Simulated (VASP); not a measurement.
# Ga3Sb (Im-3m) in VASP: single point with PBE

Aim: the single point of Ga3Sb with PBE.

Program: VASP 6.6.1. These are calculated values, not measurements. Logs are shortened: lines on timing, memory, paths and dates and some standing lists are left out, and cuts for length are marked.

### Step 1. The cell of the first run

Symmetry: Im-3m, No. 229, cubic system. Conventional cell: a = 5.654 Å, b = 5.654 Å, c = 5.654 Å, α = 90.00°, β = 90.00°, γ = 90.00°. Ga (site symmetry 4/mmm) has 4 Ga at 2.83 Å and 2 Sb at 2.83 Å within 3.7 Å. Sb (site symmetry m-3m) has 6 Ga at 2.83 Å within 3.7 Å.

### Step 2. Single point, PBE

The input, INCAR:

```
PREC     = Accurate       # precision mode
ENCUT    = 520            # plane-wave cutoff, eV
EDIFF    = 1E-7           # SCF threshold, eV
ISMEAR   = 0              # smearing method
SIGMA    = 0.1            # smearing width, eV
LREAL    = False          # projectors in reciprocal space
LASPH    = True           # aspherical terms in the spheres
NELM     = 80             # most SCF steps
ALGO     = Fast           # electronic algorithm
ISIF     = 2              # what is computed and relaxed
LWAVE    = False          # write WAVECAR
LCHARG   = True           # write CHGCAR
GGA      = PE             # functional
LELF     = True           # ELF
LVHAR    = True         
NBANDS   = 54             # bands
```

The input, KPOINTS:

```
regular mesh
0
Gamma
  6 6 6
```

The input, POSCAR:

```
Ga3Sb
1.0
   -5.6544574075      0.0000000000      0.0000000000
    0.0000000000      0.0000000000      5.6544574075
    0.0000000000      5.6544574075      0.0000000000
Ga Sb
6 2
Direct
    0.5000000000      0.0000000000      0.0000000000
    0.5000000000      0.0000000000      0.5000000000
    0.5000000000      0.5000000000      0.5000000000
    0.0000000000      0.0000000000      0.0000000000
    0.0000000000      0.5000000000      0.0000000000
    0.0000000000      0.5000000000      0.5000000000
    0.5000000000      0.5000000000      0.0000000000
    0.0000000000      0.0000000000      0.5000000000
```

Potentials or basis: VASP PAW PBE potentials, release 64 (Ga_d, Sb).

Command:

```sh
$ cat potpaw_PBE.64/Ga_d/POTCAR potpaw_PBE.64/Sb/POTCAR > POTCAR
$ mpirun -np 1 vasp_std > vasp.out
```

OUTCAR:

```text
PREC = Accurate
   ENCUT = 520
   EDIFF = 1E-7
   ISMEAR = 0
   LREAL = False
   LASPH = True
   NELM = 80
   ISIF = 2
   GGA = PE

 ion  position               nearest neighbor table
   1  0.500  0.000  0.000-   2 2.83   4 2.83   7 2.83   2 2.83   7 2.83   4 2.83
   2  0.500  0.000  0.500-   1 2.83   3 2.83   8 2.83   1 2.83   3 2.83   8 2.83
   3  0.500  0.500  0.500-   2 2.83   6 2.83   7 2.83   7 2.83   2 2.83   6 2.83
   4  0.000  0.000  0.000-   1 2.83   5 2.83   8 2.83   8 2.83   5 2.83   1 2.83
   5  0.000  0.500  0.000-   4 2.83   6 2.83   7 2.83   6 2.83   4 2.83   7 2.83
   6  0.000  0.500  0.500-   3 2.83   5 2.83   8 2.83   5 2.83   8 2.83   3 2.83
   7  0.500  0.500  0.000-   1 2.83   3 2.83   5 2.83   3 2.83   1 2.83   5 2.83
   8  0.000  0.000  0.500-   2 2.83   4 2.83   6 2.83   4 2.83   6 2.83   2 2.83

  LATTYP: Found a simple cubic cell.
 ALAT       =     5.6544574075

  Lattice vectors:

 A1 = (  -5.6544574075,   0.0000000000,   0.0000000000)
 A2 = (   0.0000000000,   0.0000000000,   5.6544574075)
 A3 = (   0.0000000000,   5.6544574075,   0.0000000000)

Analysis of symmetry for initial positions (statically):
=====================================================================
 Subroutine PRICEL returns following result:

  LATTYP: Found a body centered cubic cell.
 ALAT       =     5.6544574075

  Lattice vectors:

 A1 = (  -2.8272287038,  -2.8272287038,   2.8272287038)
 A2 = (   2.8272287038,   2.8272287038,   2.8272287038)
 A3 = (  -2.8272287038,   2.8272287038,  -2.8272287038)

   2 primitive cells build up your supercell.

 Routine SETGRP: Setting up the symmetry group for a
 simple cubic supercell.

 Subroutine GETGRP returns: Found 48 space group operations
 (whereof 16 operations were pure point group operations)
 out of a pool of 48 trial point group operations.

The static configuration has the point symmetry D_4h.
 The point group associated with its full space group is O_h .

Analysis of symmetry for dynamics (positions and initial velocities):
=====================================================================
 Subroutine PRICEL returns following result:

  LATTYP: Found a body centered cubic cell.
 ALAT       =     5.6544574075

  Lattice vectors:

 A1 = (  -2.8272287038,  -2.8272287038,   2.8272287038)
 A2 = (   2.8272287038,   2.8272287038,   2.8272287038)
 A3 = (  -2.8272287038,   2.8272287038,  -2.8272287038)

   2 primitive cells build up your supercell.

 Routine SETGRP: Setting up the symmetry group for a
 simple cubic supercell.

 Subroutine GETGRP returns: Found 48 space group operations
 (whereof 16 operations were pure point group operations)
 out of a pool of 48 trial point group operations.

The dynamic configuration has the point symmetry D_4h.
 The point group associated with its full space group is O_h .

 Subroutine INISYM returns: Found 48 space group operations
 (whereof 16 operations are pure point group operations),
 and found     2 'primitive' translations

----------------------------------------------------------------------------------------

                                     Primitive cell

  volume of cell :      90.3947

  direct lattice vectors                    reciprocal lattice vectors
    -2.827228704 -2.827228704  2.827228704    -0.176851628  0.000000000  0.176851628
     2.827228704  2.827228704  2.827228704     0.000000000  0.176851628  0.176851628
    -2.827228704  2.827228704 -2.827228704    -0.176851628  0.176851628  0.000000000

  length of vectors
     4.896903760  4.896903760  4.896903760     0.250105971  0.250105971  0.250105971

  position of ions in fractional coordinates (direct lattice)
     0.500000000  0.000000000  0.500000000
     0.500000000  0.500000000  1.000000000
     0.000000000  0.000000000  0.000000000
     1.000000000  0.500000000  0.500000000

  ion indices of the primitive-cell ions
   primitive index   ion index
                 1           1
                 2           2
                 3           4
                 4           7

----------------------------------------------------------------------------------------

 KPOINTS: regular mesh

Automatic generation of k-mesh.
 Grid dimensions read from file:
 generate k-points for:    6    6    6

 Generating k-lattice:

  Cartesian coordinates                     Fractional coordinates (reciprocal lattice)
    -0.029475271  0.000000000  0.000000000     0.166666667  0.000000000  0.000000000
     0.000000000  0.000000000  0.029475271     0.000000000  0.166666667  0.000000000
     0.000000000  0.029475271  0.000000000     0.000000000  0.000000000  0.166666667

  Length of vectors
     0.029475271  0.029475271  0.029475271

  Shift w.r.t. Gamma in fractional coordinates (k-lattice)
     0.000000000  0.000000000  0.000000000

 Subroutine IBZKPT returns following result:
 ===========================================

 Found     20 irreducible k-points:

 Following reciprocal coordinates:
            Coordinates               Weight
  0.000000  0.000000  0.000000      1.000000
  0.166667  0.000000  0.000000      6.000000
  0.333333  0.000000  0.000000      6.000000
  0.500000  0.000000  0.000000      3.000000
  0.166667  0.166667  0.000000     12.000000
  0.333333  0.166667  0.000000     24.000000
[... 12 lines left out ...]
  0.500000  0.500000  0.333333      6.000000
  0.500000  0.500000  0.500000      1.000000
   k-points           NKPTS =     20   k-points in BZ     NKDIM =     20   number of bands    NBANDS=     54
   number of dos      NEDOS =    301   number of ions     NIONS =      8
   total plane-waves  NPLWV =  74088
   dimension x,y,z NGX =    42 NGY =   42 NGZ =   42
   dimension x,y,z NGXF=    84 NGYF=   84 NGZF=   84
   ions per type =               6   2
   NGX,Y,Z   is equivalent  to a cutoff of  12.35, 12.35, 12.35 a.u.
   NGXF,Y,Z  is equivalent  to a cutoff of  24.70, 24.70, 24.70 a.u.
 SYSTEM =  unknown system
   PREC   = accura    normal or accurate (medium, high low for compatibility)
   ISTART =      0    job   : 0-new  1-cont  2-samecut
   ICHARG =      2    charge: 1-file 2-atom 10-const
   ISPIN  =      1    spin polarized calculation?
   LNONCOLLINEAR =      F non collinear calculations
   LSORBIT =      F    spin-orbit coupling
   LASPH  =      T    aspherical Exc in radial PAW
   ENCUT  =  520.0 eV  38.22 Ry    6.18 a.u.  10.51 10.51 10.51*2*pi/ulx,y,z
   NELM   =     80;   NELMIN=  2; NELMDL= -5     # of ELM steps
   EDIFF  = 0.1E-06   stopping-criterion for ELM
   LREAL  =      F    real-space projection
   EDIFFG = 0.1E-05   stopping-criterion for IOM
   NSW    =      0    number of steps for IOM
   IBRION =     -1    ionic relax: 0-MD 1-quasi-New 2-CG
   NFREE  =      0    steps in history (QN), initial steepest desc. (CG)
   ISIF   =      2    stress and relaxation
   ISYM   =      2    0-nonsym 1-usesym 2-fastsym
   POTIM  = 0.5000    time-step for ionic-motion
   TEBEG  =    0.0;   TEEND  =   0.0 temperature during run
   PSTRESS=    0.0 pullay stress
   NELECT =      88.0000    total number of electrons
   NUPDOWN=      -1.0000    fix difference up-down
   EMIN   =  10.00;   EMAX   =-10.00  energy-range for DOS
   EFERMI =   0.00;   METHOD = LEGACY
   ISMEAR =     0;   SIGMA  =   0.10  broadening in eV -4-tet -1-fermi 0-gaus
   EFERMI_NEDOS =   21; number of points for ismear=-14 and -15
   IALGO  =     68    algorithm
   IMIX   =      4    mixing-type and parameters
     AMIX     =   0.40;   BMIX     =  1.00
     AMIX_MAG =   1.60;   BMIX_MAG =  1.00
  volume/ion in A,a.u.               =      22.60       152.50
  Fermi-wavevector in a.u.,A,eV,Ry     =   1.287789  2.433569 22.563916  1.658401
  Thomas-Fermi vector in A             =   2.419782
   LORBIT       =      0    0 simple, 1 ext, 2 COOP (PROOUT), +10 PAW based schemes
   GGA     = PE    functional components
   LHFCALC =     F    Hartree Fock is set to
   AEXX    =    0.0000 exact exchange contribution
   IVDW    =     0    specifies the selected vdW correction
   LEPSILON=     F    determine dielectric tensor
   LRPA    =     F    only Hartree local field effects (RPA)
 non-spin polarized calculation
 RMM-DIIS sequential band-by-band and
 Gauss-broadening in eV      SIGMA  =   0.10
  energy-cutoff  :      520.00
  volume of cell :      180.79
 maximum number of plane-waves:      4945
   NGX = 21   NGY = 21   NGZ = 21

 number of electron      88.0000092 magnetization

 Free energy of the ion-electron system (eV)
  ---------------------------------------------------
  ext. energy  EPLUGINS =         0.00000000
  ---------------------------------------------------
  free energy    TOTEN  =       -24.89408334 eV

  energy without entropy =      -24.87267779  energy(sigma->0) =      -24.88338056

 E-fermi :   5.5295     XC(G=0): -10.2894

 val. band max:        5.5062303092   @ k =   0.1667   0.0000   0.0000
 cond. band min:       5.5311761038   @ k =   0.3333   0.1667   0.0000
 fundamental gap:      0.0249457945
 Fermi energy:         5.5294545224

 k-point     1 :       0.0000    0.0000    0.0000
  band No.  band energies     occupation
      1      -9.4863      2.00000
      2      -9.4671      2.00000
      3      -9.4671      2.00000
      4      -9.4275      2.00000
      5      -9.3979      2.00000
      6      -9.3979      2.00000
[... 46 lines left out ...]
     53       9.0152      0.00000
     54      12.5077      0.00000

 k-point     2 :       0.1667    0.0000    0.0000
  band No.  band energies     occupation
      1      -9.4789      2.00000
      2      -9.4665      2.00000
      3      -9.4531      2.00000
      4      -9.4193      2.00000
      5      -9.3998      2.00000
      6      -9.3861      2.00000
[... 46 lines left out ...]
     53       9.6161      0.00000
     54      11.0101      0.00000

 k-point     3 :       0.3333    0.0000    0.0000
  band No.  band energies     occupation
      1      -9.4684      2.00000
      2      -9.4652      2.00000
      3      -9.4303      2.00000
      4      -9.4055      2.00000
      5      -9.3863      2.00000
      6      -9.3618      2.00000
[... 46 lines left out ...]
     53      10.8625      0.00000
     54      11.0769      0.00000
[... 856 lines left out ...]
 k-point    19 :       0.5000    0.5000    0.3333
  band No.  band energies     occupation
      1      -9.3665      2.00000
      2      -9.3665      2.00000
      3      -9.3163      2.00000
      4      -9.3163      2.00000
      5      -9.3130      2.00000
      6      -9.3130      2.00000
[... 46 lines left out ...]
     53       9.0555      0.00000
     54       9.0611      0.00000

 k-point    20 :       0.5000    0.5000    0.5000
  band No.  band energies     occupation
      1      -9.3138      2.00000
      2      -9.3138      2.00000
      3      -9.3138      2.00000
      4      -9.3138      2.00000
      5      -9.3138      2.00000
      6      -9.3138      2.00000
[... 46 lines left out ...]
     53       8.5763      0.00000
     54       8.8401      0.00000

------------------------ aborting loop because EDIFF is reached ----------------------------------------

  FORCE on cell =-STRESS in cart. coord.  units (eV):
  Direction    XX          YY          ZZ          XY          YZ          ZX
  --------------------------------------------------------------------------------------
  -------------------------------------------------------------------------------------
  Total       -0.0914923     -0.0914923     -0.0914923     -0.0000000     -0.0000000     -0.0000000
  in kB       -0.8108161     -0.8108161     -0.8108161     -0.0000000     -0.0000000     -0.0000000
  external PRESSURE =      -0.8108161 kB  Pullay stress =       0.0000000 kB

 VOLUME and BASIS-vectors are now :
 -----------------------------------------------------------------------------
  energy-cutoff  :      520.00
  volume of cell :      180.79
      direct lattice vectors                 reciprocal lattice vectors
    -5.654457407  0.000000000  0.000000000    -0.176851628  0.000000000  0.000000000
     0.000000000  0.000000000  5.654457407     0.000000000  0.000000000  0.176851628
     0.000000000  5.654457407  0.000000000     0.000000000  0.176851628  0.000000000

 POSITION                                       TOTAL-FORCE (eV/Angst)
 -----------------------------------------------------------------------------------
     -2.82723      0.00000      0.00000         0.000000      0.000000     -0.000000
     -2.82723      2.82723      0.00000        -0.000000      0.000000      0.000000
     -2.82723      2.82723      2.82723         0.000000      0.000000     -0.000000
      0.00000      0.00000      0.00000         0.000000      0.000000     -0.000000
      0.00000      0.00000      2.82723         0.000000      0.000000      0.000000
      0.00000      2.82723      2.82723         0.000000     -0.000000     -0.000000
     -2.82723      0.00000      2.82723         0.000000     -0.000000     -0.000000
      0.00000      2.82723      0.00000        -0.000000      0.000000     -0.000000
 -----------------------------------------------------------------------------------
    total drift:                               -0.000000     -0.000000      0.000000

  FREE ENERGIE OF THE ION-ELECTRON SYSTEM (eV)
  ---------------------------------------------------
  free  energy   TOTEN  =       -24.8940833413 eV

  energy  without entropy=      -24.8726777859  energy(sigma->0) =      -24.88338056
```

It took 3.2 min on 1 thread of Intel Xeon Platinum 8488C (Sapphire Rapids), shared host; peak memory 0.34 GiB.

Results:

- Free energy: -24.8941 eV
- Pressure: -0.1 GPa
- Band gap on the k mesh: zero (bands 44 and 45 overlap by 2.35 eV)

Levels at points of the mesh, in eV from the Fermi level:
| k point | band 40 | band 41 | band 42 | band 43 | band 44 | band 45 | band 46 | band 47 | band 48 | band 49 |
| --- | --- | --- | --- | --- | --- | --- | --- | --- | --- | --- |
| (0.00, 0.00, 0.00) | -2.50 | -2.50 | -2.43 | -2.43 | -0.74 | -0.74 | -0.74 | 1.33 | 1.33 | 1.33 |
| (0.50, 0.00, 0.00) | -3.68 | -2.08 | -2.08 | -0.33 | -0.33 | -0.33 | -0.33 | 0.39 | 0.39 | 3.15 |
| (0.50, 0.50, 0.00) | -3.12 | -1.65 | -1.65 | 0.56 | 0.56 | 1.56 | 1.56 | 1.61 | 1.61 | 2.13 |
| (0.50, 0.50, 0.50) | 1.18 | 1.18 | 1.18 | 1.18 | 1.18 | 2.43 | 2.43 | 2.43 | 2.43 | 3.01 |

Caveat: spin-orbit coupling is left out, which moves the levels of the heavy elements.
